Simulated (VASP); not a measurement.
Wanted: the native input for a VASP 6.6.1 run.

| Quantity | Value |
| --- | --- |
| Task | single point |
| Functional | PBE |
| Potentials or basis | VASP PAW PBE potentials, release 64 (Te, Pb_d) |
| Cutoff | 500 eV |
| k mesh | 4 × 4 × 4 |
| Occupations | gaussian, width 0.01 eV |
| Spin | no spin polarisation |
| Dipole correction | no |
| Further INCAR settings | ALGO = Normal; EDIFF = 1e-06; NBANDS = 17 |

The structure of TePb lies in POSCAR:

```
TePb
1.0
    0.0000000000      3.2708968051      3.2708968051
    3.2708968051      0.0000000000      3.2708968051
    3.2708968051      3.2708968051      0.0000000000
Te Pb
1 1
Direct
    0.0000000000      0.0000000000      0.0000000000
    0.5000000000      0.5000000000      0.5000000000
```

One way to write it, as run:

INCAR

```
SYSTEM = TePb
ALGO     = Normal         ! electronic algorithm
EDIFF    = 1E-6           ! SCF threshold, eV
ENCUT    = 500            ! plane-wave cutoff, eV
GGA      = PE             ! functional
GGA_COMPAT= .FALSE.      
ISIF     = 2              ! what is computed and relaxed
ISMEAR   = 0              ! smearing method
LASPH    = .TRUE.         ! aspherical terms in the spheres
LCHARG   = .FALSE.        ! write CHGCAR
LREAL    = .FALSE.        ! projectors in reciprocal space
LWAVE    = .FALSE.        ! write WAVECAR
NBANDS   = 17             ! bands
NELM     = 120            ! most SCF steps
PREC     = Accurate       ! precision mode
SIGMA    = 0.01           ! smearing width, eV
```

KPOINTS

```
k-points
0
G
  4 4 4
  0 0 0
```

Potentials or basis: VASP PAW PBE potentials, release 64 (Te, Pb_d).

Launch:

```sh
$ cat potpaw_PBE.64/Te/POTCAR potpaw_PBE.64/Pb_d/POTCAR > POTCAR
$ mpirun -np 1 vasp_std > vasp.out
```

It gave:

| Quantity | Value |
| --- | --- |
| Pressure | 0.4 GPa |
| Band gap on the k mesh | 0.81 eV, direct |

Caveat: spin-orbit coupling is left out, which moves the levels of the heavy elements.

It took 10 s on 1 thread of Intel(R) Xeon(R) 6975P-C (Granite Rapids), with other jobs on the host, peak memory 0.2 GiB.
